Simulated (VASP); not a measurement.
Input of a VASP 6.6.1 run:

POSCAR

```
TaN
1.0
    5.1960000000      0.0000000000      0.0000000000
   -2.5980000000      4.4998680000      0.0000000000
    0.0000000000      0.0000000000      2.9110000000
Ta N
3 3
Direct
    0.3333333333      0.6666666667      0.5000000000
    0.6666666667      0.3333333333      0.5000000000
    0.0000000000      0.0000000000      0.0000000000
    0.3928500000      0.0000000000      0.0000000000
    0.6071500000      0.6071500000      0.0000000000
    0.0000000000      0.3928500000      0.0000000000
```

INCAR.step1

```
SYSTEM = TaN
PREC = Accurate
ENCUT = 520
ISMEAR = -1
SIGMA = 0.1
LREAL = .FALSE.
LASPH = .TRUE.
NELM = 80
NBANDS = 33
GGA = PE
ALGO = Normal
EDIFF = 1E-4
LWAVE = .TRUE.
LCHARG = .FALSE.
```

File INCAR.step2:

```
SYSTEM = TaN
PREC = Accurate
ENCUT = 520
EDIFF = 1E-6
ISMEAR = -1
SIGMA = 0.1
LREAL = .FALSE.
LASPH = .TRUE.
NELM = 80
ALGO = Normal
ISIF = 2
LWAVE = .FALSE.
LCHARG = .FALSE.
METAGGA = R2SCAN
LMIXTAU = .TRUE.
IVDW = 12
VDW_S6 = 1.0
VDW_S8 = 0.78981345
VDW_A1 = 0.49484001
VDW_A2 = 5.73083694
NBANDS = 33
ISTART = 1
```

File KPOINTS:

```
regular mesh
0
G
  8 8 12
  0 0 0
```

Potentials or basis: VASP PAW PBE potentials, release 64 (Ta_pv, N).

Launch:

```bash
$ cat potpaw_PBE.64/Ta_pv/POTCAR potpaw_PBE.64/N/POTCAR > POTCAR
$ cp INCAR.step1 INCAR
$ mpirun -np 1 vasp_std > vasp.out
$ cp INCAR.step2 INCAR
$ mpirun -np 1 vasp_std > vasp.out
```

(1) Predict the band gap on the k mesh.

(2) What does it give for the dispersion energy per atom?

(3) Estimate the largest force.

(4) Estimate the pressure.

## Answers

(1) zero (bands 24 and 25 overlap by 3.26 eV).

(2) -0.209 eV.

(3) 0.035 eV/Å.

(4) -1.0 GPa.

Caveat: the PAW data sets were made with another functional, which shifts forces and pressure a little; spin-orbit coupling is left out, which moves the levels of the heavy elements.
